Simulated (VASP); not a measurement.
# AlN (P1) in VASP: a series of runs

Runs on AlN. Level: r2SCAN. Tasks: single point.

Everything below comes from runs of VASP 6.6.1. Logs are shortened: lines on timing, memory, paths and dates and some standing lists are left out, and cuts for length are marked.

### 1 The cell of the first run

The typed cell holds 4 atoms: a = 3.107 Å, b = 3.107 Å, c = 4.978 Å, α = 90.00°, β = 90.00°, γ = 120.00°.

### 2 Single point, r2SCAN (atom 3 (N) moved -0.200 Å along Cartesian [1 1 1])

The input, POSCAR:

```
AlN
1.0
    3.1066653386      0.0000000000      0.0000000000
   -1.5533326693      2.6904511043      0.0000000000
    0.0000000000      0.0000000000      4.9784048354
Al N
2 2
Direct
    0.3333333333      0.6666666667      0.0016929024
    0.6666666667      0.3333333333      0.5016929024
    0.2747056085      0.6237481934      0.3601129104
    0.6666666667      0.3333333333      0.8833070976
```

The input, INCAR.step1:

```
PREC = Accurate
ENCUT = 520
ISMEAR = 0
SIGMA = 0.05
LREAL = False
LASPH = True
NELM = 100
NBANDS = 16
GGA = PE
ALGO = Normal
EDIFF = 1E-4
LWAVE = True
LCHARG = False
```

The input, INCAR.step2:

```
PREC = Accurate
ENCUT = 520
EDIFF = 1E-6
ISMEAR = 0
SIGMA = 0.05
LREAL = False
LASPH = True
NELM = 100
ALGO = Normal
ISIF = 2
LWAVE = False
LCHARG = True
METAGGA = R2SCAN
LMIXTAU = True
LELF = True
LVHAR = True
NBANDS = 16
ISTART = 1
```

The input, KPOINTS:

```
Automatic mesh
0
Gamma
  12 12 6
```

Potentials or basis: VASP PAW PBE potentials, release 64 (Al, N).

Run with:

```sh
$ cat potpaw_PBE.64/Al/POTCAR potpaw_PBE.64/N/POTCAR > POTCAR
$ cp INCAR.step1 INCAR
$ mpirun -np 1 vasp_std > vasp.out
$ cp INCAR.step2 INCAR
$ mpirun -np 1 vasp_std > vasp.out
```

OUTCAR:

```text
PREC = Accurate
   ENCUT = 520
   EDIFF = 1E-6
   ISMEAR = 0
   LREAL = False
   LASPH = True
   NELM = 100
   ISIF = 2
   METAGGA = R2SCAN
   ISTART = 1

 ion  position               nearest neighbor table
   1  0.333  0.667  0.002-   3 1.79   4 1.89   4 1.89   4 1.89   2 3.07   2 3.07   2 3.07   2 3.07
                             2 3.07   2 3.07
   2  0.667  0.333  0.502-   3 1.78   4 1.90   3 1.97   3 2.04   1 3.07   1 3.07   1 3.07   1 3.07
                             1 3.07   1 3.07
   3  0.275  0.624  0.360-   2 1.78   1 1.79   2 1.97   2 2.04
   4  0.667  0.333  0.883-   1 1.89   1 1.89   1 1.89   2 1.90

  LATTYP: Found a hexagonal cell.
 ALAT       =     3.1066653386
 C/A-ratio  =     1.6024915119

  Lattice vectors:

 A1 = (   3.1066653386,   0.0000000000,   0.0000000000)
 A2 = (  -1.5533326693,   2.6904511043,   0.0000000000)
 A3 = (   0.0000000000,   0.0000000000,   4.9784048354)

Analysis of symmetry for initial positions (statically):
=====================================================================
 Subroutine PRICEL returns:
 Original cell was already a primitive cell.

 Routine SETGRP: Setting up the symmetry group for a
 hexagonal supercell.

 Subroutine GETGRP returns: Found  1 space group operations
 (whereof  1 operations were pure point group operations)
 out of a pool of 24 trial point group operations.

The static configuration has the point symmetry C_1 .

Analysis of symmetry for dynamics (positions and initial velocities):
=====================================================================
 Subroutine PRICEL returns:
 Original cell was already a primitive cell.

 Routine SETGRP: Setting up the symmetry group for a
 hexagonal supercell.

 Subroutine GETGRP returns: Found  1 space group operations
 (whereof  1 operations were pure point group operations)
 out of a pool of 24 trial point group operations.

The dynamic configuration has the point symmetry C_1 .

 Subroutine INISYM returns: Found  1 space group operations
 (whereof  1 operations are pure point group operations),
 and found     1 'primitive' translations

----------------------------------------------------------------------------------------

                                     Primitive cell

  volume of cell :      41.6112

  direct lattice vectors                    reciprocal lattice vectors
     3.106665339  0.000000000  0.000000000     0.321888550  0.185842441  0.000000000
    -1.553332669  2.690451104  0.000000000     0.000000000  0.371684882  0.000000000
     0.000000000  0.000000000  4.978404835     0.000000000  0.000000000  0.200867554

  length of vectors
     3.106665339  3.106665339  4.978404835     0.371684882  0.371684882  0.200867554

  position of ions in fractional coordinates (direct lattice)
     0.333333333  0.666666667  0.001692902
     0.666666667  0.333333333  0.501692902
     0.274705608  0.623748193  0.360112910
     0.666666667  0.333333333  0.883307098

  ion indices of the primitive-cell ions
   primitive index   ion index
                 1           1
                 2           2
                 3           3
                 4           4

----------------------------------------------------------------------------------------

 KPOINTS: Automatic mesh

Automatic generation of k-mesh.
 Grid dimensions read from file:
 generate k-points for:   12   12    6

 Generating k-lattice:

  Cartesian coordinates                     Fractional coordinates (reciprocal lattice)
     0.026824046  0.015486870  0.000000000     0.083333333  0.000000000  0.000000000
     0.000000000  0.030973740  0.000000000     0.000000000  0.083333333  0.000000000
     0.000000000  0.000000000  0.033477926     0.000000000  0.000000000  0.166666667

  Length of vectors
     0.030973740  0.030973740  0.033477926

  Shift w.r.t. Gamma in fractional coordinates (k-lattice)
     0.000000000  0.000000000  0.000000000

 Subroutine IBZKPT returns following result:
 ===========================================

 Found    436 irreducible k-points:

 Following reciprocal coordinates:
            Coordinates               Weight
  0.000000  0.000000  0.000000      1.000000
  0.083333  0.000000  0.000000      2.000000
  0.000000  0.083333  0.000000      2.000000
 -0.083333  0.083333  0.000000      2.000000
  0.166667  0.000000  0.000000      2.000000
  0.000000  0.166667  0.000000      2.000000
[... 16 lines left out ...]
  0.166667  0.083333  0.000000      2.000000
 -0.083333  0.250000  0.000000      2.000000
 [... further k-points ...]
   k-points           NKPTS =    436   k-points in BZ     NKDIM =    436   number of bands    NBANDS=     16
   number of dos      NEDOS =    301   number of ions     NIONS =      4
   total plane-waves  NPLWV =  23040
   dimension x,y,z NGX =    24 NGY =   24 NGZ =   40
   dimension x,y,z NGXF=    48 NGYF=   48 NGZF=   80
   ions per type =               2   2
   NGX,Y,Z   is equivalent  to a cutoff of  12.84, 12.84, 13.36 a.u.
   NGXF,Y,Z  is equivalent  to a cutoff of  25.69, 25.69, 26.71 a.u.
 SYSTEM =  unknown system
   PREC   = accura    normal or accurate (medium, high low for compatibility)
   ISTART =      1    job   : 0-new  1-cont  2-samecut
   ICHARG =      0    charge: 1-file 2-atom 10-const
   ISPIN  =      1    spin polarized calculation?
   LNONCOLLINEAR =      F non collinear calculations
   LSORBIT =      F    spin-orbit coupling
   LASPH  =      T    aspherical Exc in radial PAW
   ENCUT  =  520.0 eV  38.22 Ry    6.18 a.u.   5.78  5.78  9.26*2*pi/ulx,y,z
   NELM   =    100;   NELMIN=  2; NELMDL=  0     # of ELM steps
   EDIFF  = 0.1E-05   stopping-criterion for ELM
   LREAL  =      F    real-space projection
   EDIFFG = 0.1E-04   stopping-criterion for IOM
   NSW    =      0    number of steps for IOM
   IBRION =     -1    ionic relax: 0-MD 1-quasi-New 2-CG
   NFREE  =      0    steps in history (QN), initial steepest desc. (CG)
   ISIF   =      2    stress and relaxation
   ISYM   =      2    0-nonsym 1-usesym 2-fastsym
   POTIM  = 0.5000    time-step for ionic-motion
   TEBEG  =    0.0;   TEEND  =   0.0 temperature during run
   PSTRESS=    0.0 pullay stress
   NELECT =      16.0000    total number of electrons
   NUPDOWN=      -1.0000    fix difference up-down
   EMIN   =  10.00;   EMAX   =-10.00  energy-range for DOS
   EFERMI =   0.00;   METHOD = LEGACY
   ISMEAR =     0;   SIGMA  =   0.05  broadening in eV -4-tet -1-fermi 0-gaus
   EFERMI_NEDOS =   21; number of points for ismear=-14 and -15
   IALGO  =     38    algorithm
   IMIX   =      4    mixing-type and parameters
     AMIX     =   0.40;   BMIX     =  1.00
     AMIX_MAG =   1.60;   BMIX_MAG =  1.00
  volume/ion in A,a.u.               =      10.40        70.20
  Fermi-wavevector in a.u.,A,eV,Ry     =   1.190451  2.249626 19.281821  1.417174
  Thomas-Fermi vector in A             =   2.326535
   LORBIT       =      0    0 simple, 1 ext, 2 COOP (PROOUT), +10 PAW based schemes
   METAGGA = R2SCAN    functional components
   LHFCALC =     F    Hartree Fock is set to
   AEXX    =    0.0000 exact exchange contribution
   IVDW    =     0    specifies the selected vdW correction
   LEPSILON=     F    determine dielectric tensor
   LRPA    =     F    only Hartree local field effects (RPA)
 non-spin polarized calculation
 Gauss-broadening in eV      SIGMA  =   0.05
  energy-cutoff  :      520.00
  volume of cell :       41.61
 maximum number of plane-waves:      1140
   NGX = 11   NGY = 11   NGZ = 19

 number of electron      15.9999998 magnetization

 Free energy of the ion-electron system (eV)
  ---------------------------------------------------
  ext. energy  EPLUGINS =         0.00000000
  ---------------------------------------------------
  free energy    TOTEN  =       -38.10706651 eV

  energy without entropy =      -38.10706651  energy(sigma->0) =      -38.10706651

 E-fermi :   6.2145     XC(G=0): -11.4148

 val. band max:        5.9538160467   @ k =   0.0000   0.0000   0.0000
 cond. band min:      10.7307063657   @ k =   0.0000   0.0000   0.0000
 fundamental gap:      4.7768903189
 Fermi energy:         6.2144737281

 k-point     1 :       0.0000    0.0000    0.0000
  band No.  band energies     occupation
      1     -10.0721      2.00000
      2      -7.9246      2.00000
      3      -0.2206      2.00000
      4       4.8801      2.00000
      5       5.2380      2.00000
      6       5.5942      2.00000
[... 8 lines left out ...]
     15      20.1292      0.00000
     16      20.6297      0.00000

 k-point     2 :       0.0833    0.0000    0.0000
  band No.  band energies     occupation
      1      -9.9821      2.00000
      2      -7.8768      2.00000
      3      -0.1117      2.00000
      4       4.5088      2.00000
      5       5.1044      2.00000
      6       5.2553      2.00000
[... 8 lines left out ...]
     15      19.8288      0.00000
     16      20.3755      0.00000

 k-point     3 :       0.0000    0.0833    0.0000
  band No.  band energies     occupation
      1      -9.9840      2.00000
      2      -7.8742      2.00000
      3      -0.1146      2.00000
      4       4.6443      2.00000
      5       4.9110      2.00000
      6       5.4131      2.00000
[... 8 lines left out ...]
     15      20.0928      0.00000
     16      20.2304      0.00000

 k-point     4 :      -0.0833    0.0833    0.0000
  band No.  band energies     occupation
      1      -9.9835      2.00000
      2      -7.8750      2.00000
      3      -0.1137      2.00000
      4       4.5856      2.00000
      5       4.9841      2.00000
      6       5.3978      2.00000
[... 8 lines left out ...]
     15      20.0723      0.00000
     16      20.2188      0.00000
[... 324 lines left out ...]
 k-point    22 :      -0.1667    0.0833    0.0000
  band No.  band energies     occupation
      1      -9.8068      2.00000
      2      -7.7868      2.00000
      3       0.1023      2.00000
      4       3.9369      2.00000
      5       4.4443      2.00000
      6       5.0871      2.00000
[... 8 lines left out ...]
     15      19.7733      0.00000
     16      20.0012      0.00000

 k-point    23 :       0.1667    0.0833    0.0000
  band No.  band energies     occupation
      1      -9.4731      2.00000
      2      -7.6348      2.00000
      3       0.5170      2.00000
      4       3.0508      2.00000
      5       3.4961      2.00000
      6       4.6551      2.00000
[... 8 lines left out ...]
     15      19.3921      0.00000
     16      20.2293      0.00000

 k-point    24 :      -0.0833    0.2500    0.0000
  band No.  band energies     occupation
      1      -9.4882      2.00000
      2      -7.6149      2.00000
      3       0.4949      2.00000
      4       3.0247      2.00000
      5       3.6781      2.00000
      6       4.5816      2.00000
[... 8 lines left out ...]
     15      19.9808      0.00000
     16      20.3497      0.00000

 [... further k-points ...]

------------------------ aborting loop because EDIFF is reached ----------------------------------------

  FORCE on cell =-STRESS in cart. coord.  units (eV):
  Direction    XX          YY          ZZ          XY          YZ          ZX
  --------------------------------------------------------------------------------------
  -------------------------------------------------------------------------------------
  Total        0.8689482     -0.9958054      2.0964379      1.1049278     -0.7019082     -1.0525776
  in kB       33.4575930    -38.3420450     80.7203071     42.5436454    -27.0259589    -40.5279750
  external PRESSURE =      25.2786184 kB  Pullay stress =       0.0000000 kB

 VOLUME and BASIS-vectors are now :
 -----------------------------------------------------------------------------
  energy-cutoff  :      520.00
  volume of cell :       41.61
      direct lattice vectors                 reciprocal lattice vectors
     3.106665339  0.000000000  0.000000000     0.321888550  0.185842441  0.000000000
    -1.553332669  2.690451104  0.000000000     0.000000000  0.371684882  0.000000000
     0.000000000  0.000000000  4.978404835     0.000000000  0.000000000  0.200867554

 POSITION                                       TOTAL-FORCE (eV/Angst)
 -----------------------------------------------------------------------------------
     -0.00000      1.79363      0.00843        -0.099354     -0.102766     -1.107558
      1.55333      0.89682      2.49763        -1.850067     -1.303561     -0.381445
     -0.11547      1.67816      1.79279         2.067969      1.498176      2.371776
      1.55333      0.89682      4.39746        -0.118548     -0.091848     -0.882772
 -----------------------------------------------------------------------------------
    total drift:                                0.000057     -0.000109     -0.001845

  FREE ENERGIE OF THE ION-ELECTRON SYSTEM (eV)
  ---------------------------------------------------
  free  energy   TOTEN  =       -38.1070665071 eV

  energy  without entropy=      -38.1070665071  energy(sigma->0) =      -38.10706651
```

It took 4.2 min on 1 thread of Intel Xeon 6975P-C (Granite Rapids), shared host; peak memory 0.35 GiB.

Results:

| Item | Value |
| --- | --- |
| Free energy | -38.1071 eV |
| Pressure | 2.5 GPa |
| Largest force | 3.485 eV/Å |
| Band gap on the k mesh | 4.78 eV |

Forces on the atoms (eV/Å):
```
Al  -0.099 -0.103 -1.108
Al  -1.850 -1.304 -0.381
N    2.068  1.498  2.372
N   -0.119 -0.092 -0.883
```

Caveat: the cell differs from its parent crystal (atom 3 (N) moved -0.200 Å along Cartesian [1 1 1]); the stress differs along the axes, from -4 to 8 GPa; the PAW data sets were made with another functional, which shifts forces and pressure a little.

### 3 Single point, r2SCAN (atom 3 (N) moved +0.200 Å along Cartesian [1 1 1])

Changes to POSCAR since step 2:

```diff
@@ -10,3 +10,3 @@
     0.6666666667      0.3333333333      0.5016929024
-    0.2747056085      0.6237481934      0.3601129104
+    0.3919610581      0.7095851399      0.4065012848
     0.6666666667      0.3333333333      0.8833070976
```

The input, INCAR.step1:

```
SYSTEM = AlN
ALGO = Normal
EDIFF = 1E-4
ENCUT = 520
GGA = PE
ISMEAR = 0
LASPH = .True.
LCHARG = .False.
LREAL = .False.
LWAVE = .True.
NBANDS = 16
NELM = 100
PREC = Accurate
SIGMA = 0.05
```

The input, INCAR.step2:

```
SYSTEM = AlN
ALGO = Normal
EDIFF = 1E-7
ENCUT = 520
ISIF = 2
ISMEAR = 0
ISTART = 1
LASPH = .True.
LCHARG = .False.
LMIXTAU = .True.
LREAL = .False.
LWAVE = .False.
METAGGA = R2SCAN
NBANDS = 16
NELM = 100
PREC = Accurate
SIGMA = 0.05
```

The input, KPOINTS:

```
k-points
0
Gamma
  12 12 6
  0 0 0
```

Potentials or basis: VASP PAW PBE potentials, release 64 (Al, N).

Run with:

```sh
$ cat potpaw_PBE.64/Al/POTCAR potpaw_PBE.64/N/POTCAR > POTCAR
$ cp INCAR.step1 INCAR
$ mpirun -np 1 vasp_std > vasp.out
$ cp INCAR.step2 INCAR
$ mpirun -np 1 vasp_std > vasp.out
```

OUTCAR:

```text
SYSTEM = AlN
   EDIFF = 1E-7
   ENCUT = 520
   ISIF = 2
   ISMEAR = 0
   ISTART = 1
   LASPH = .True.
   LREAL = .False.
   METAGGA = R2SCAN
   NELM = 100
   PREC = Accurate

 ion  position               nearest neighbor table
   1  0.333  0.667  0.002-   4 1.89   4 1.89   4 1.89   3 2.02   2 3.07   2 3.07   2 3.07   2 3.07
                             2 3.07   2 3.07
   2  0.667  0.333  0.502-   3 1.75   3 1.82   4 1.90   3 2.01   1 3.07   1 3.07   1 3.07   1 3.07
                             1 3.07   1 3.07
   3  0.392  0.710  0.407-   2 1.75   2 1.82   2 2.01   1 2.02
   4  0.667  0.333  0.883-   1 1.89   1 1.89   1 1.89   2 1.90

  LATTYP: Found a hexagonal cell.
 ALAT       =     3.1066653386
 C/A-ratio  =     1.6024915119

  Lattice vectors:

 A1 = (   3.1066653386,   0.0000000000,   0.0000000000)
 A2 = (  -1.5533326693,   2.6904511043,   0.0000000000)
 A3 = (   0.0000000000,   0.0000000000,   4.9784048354)

Analysis of symmetry for initial positions (statically):
=====================================================================
 Subroutine PRICEL returns:
 Original cell was already a primitive cell.

 Routine SETGRP: Setting up the symmetry group for a
[... 176 lines left out ...]
 fundamental gap:      4.6118004919
 Fermi energy:         6.3391662206

 k-point     1 :       0.0000    0.0000    0.0000
  band No.  band energies     occupation
      1     -10.0762      2.00000
      2      -7.9422      2.00000
      3      -0.0984      2.00000
      4       4.6217      2.00000
      5       5.1823      2.00000
      6       5.6156      2.00000
[... 433 lines left out ...]
      3       0.6530      2.00000
      4       2.8302      2.00000
      5       3.5028      2.00000
      6       4.5799      2.00000
[... 8 lines left out ...]
     15      19.0192      0.00000
     16      20.2938      0.00000

 [... further k-points ...]

------------------------ aborting loop because EDIFF is reached ----------------------------------------

  FORCE on cell =-STRESS in cart. coord.  units (eV):
  Direction    XX          YY          ZZ          XY          YZ          ZX
  --------------------------------------------------------------------------------------
  -------------------------------------------------------------------------------------
  Total       -0.3797634      3.0487858     -0.8776603     -1.4432875      0.6333670      0.2151028
  in kB      -14.6222415    117.3890848    -33.7930378    -55.5716957     24.3868809      8.2822228
  external PRESSURE =      22.9912685 kB  Pullay stress =       0.0000000 kB

 VOLUME and BASIS-vectors are now :
 -----------------------------------------------------------------------------
  energy-cutoff  :      520.00
  volume of cell :       41.61
      direct lattice vectors                 reciprocal lattice vectors
     3.106665339  0.000000000  0.000000000     0.321888550  0.185842441  0.000000000
    -1.553332669  2.690451104  0.000000000     0.000000000  0.371684882  0.000000000
     0.000000000  0.000000000  4.978404835     0.000000000  0.000000000  0.200867554

 POSITION                                       TOTAL-FORCE (eV/Angst)
 -----------------------------------------------------------------------------------
     -0.00000      1.79363      0.00843         0.227232      0.227174      0.388289
      1.55333      0.89682      2.49763         1.232109      2.128057      1.095004
      0.11547      1.90910      2.02373        -1.533749     -2.456661     -2.357218
      1.55333      0.89682      4.39746         0.074408      0.101429      0.873926
 -----------------------------------------------------------------------------------
    total drift:                                0.000104      0.000164      0.000913

  FREE ENERGIE OF THE ION-ELECTRON SYSTEM (eV)
  ---------------------------------------------------
  free  energy   TOTEN  =       -38.0916887633 eV

  energy  without entropy=      -38.0916887633  energy(sigma->0) =      -38.09168876
```

It took 5.3 min on 1 thread of Intel Xeon 6975P-C (Granite Rapids), shared host; peak memory 0.35 GiB.

What came out:

```yaml
Free_energy: -38.0917 eV
Pressure: 2.3 GPa
Largest_force: 3.734 eV/Å
Band_gap_on_the_k_mesh: 4.61 eV
```

Forces in eV/Å, atoms in the order of the input:
```
Al   0.227  0.227  0.388
Al   1.232  2.128  1.095
N   -1.534 -2.457 -2.357
N    0.074  0.101  0.874
```

Stress tensor (GPa, compression positive):
```
-1.46 -5.56  0.83
-5.56 11.74  2.44
 0.83  2.44 -3.38
```

Levels at points of the mesh, in eV from the valence-band top:
```tsv
k point	band 6	band 7	band 8	band 9	band 10	band 11
(0.00, 0.00, 0.00)	-0.53	-0.47	0.00	4.61	7.35	11.18
(0.50, 0.00, 0.00)	-2.60	-1.46	-1.11	5.64	6.60	8.47
(0.00, 0.50, 0.00)	-2.32	-2.14	-0.89	6.26	6.67	8.82
(0.50, 0.50, 0.00)	-2.35	-1.95	-0.97	6.36	6.39	8.64
(0.00, 0.00, 0.50)	-0.80	-0.76	-0.58	6.92	7.14	10.39
(0.50, 0.00, 0.50)	-1.80	-1.69	-1.56	5.85	6.25	9.45
(0.00, 0.50, 0.50)	-1.56	-1.52	-1.25	5.51	5.69	9.51
(0.50, 0.50, 0.50)	-1.64	-1.57	-1.29	5.58	5.80	9.59
```

Caveat: the cell differs from its parent crystal (atom 3 (N) moved +0.200 Å along Cartesian [1 1 1]); the stress differs along the axes, from -3 to 12 GPa; the PAW data sets were made with another functional, which shifts forces and pressure a little. A k mesh can miss the band edges.
